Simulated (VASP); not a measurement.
TiRh, 2 atoms in the cell. It takes space group P4/mmm (No. 123, tetragonal). The conventional cell has a = 3.212 Å, b = 3.212 Å, c = 3.350 Å, α = 90.00°, β = 90.00°, γ = 90.00°. Within 3.7 Å of Ti (site symmetry 4/mmm) lie 8 Rh at 2.82 Å and 6 Ti at 3.21 to 3.35 Å. Rh (site symmetry 4/mmm) has 8 Ti at 2.82 Å and 6 Rh at 3.21 to 3.35 Å within 3.7 Å.  This cell differs from its parent crystal: strain +0.0750 x Voigt [1, 1, 0, 0, 0, 0].

```yaml
Program: VASP 6.6.1
Task: single point
Functional: LDA
Potentials_or_basis: VASP PAW LDA potentials, release 64 (Ti_sv, Rh_pv)
Cutoff: 520 eV
k_mesh: 16 × 16 × 14
Occupations: gaussian, width 0.15 eV
Spin: no spin polarisation
Dipole_correction: no
Further_INCAR_settings: ALGO = Fast; EDIFF = 1e-06; NBANDS = 20
```

Potentials or basis: VASP PAW LDA potentials, release 64 (Ti_sv, Rh_pv).

Run with:

```console
$ cat potpaw_LDA.64/Ti_sv/POTCAR potpaw_LDA.64/Rh_pv/POTCAR > POTCAR
$ mpirun -np 1 vasp_std > vasp.out
```

Hardware: 1 thread of Intel(R) Xeon(R) 6975P-C (Granite Rapids), with other jobs on the host.

Task: Estimate the wall time of this run.

Result: Wall time 2.5 min on 1 thread of Intel(R) Xeon(R) 6975P-C (Granite Rapids), on a shared host, peak memory 0.34 GiB. Counts: scf iterations 31, k points 360.
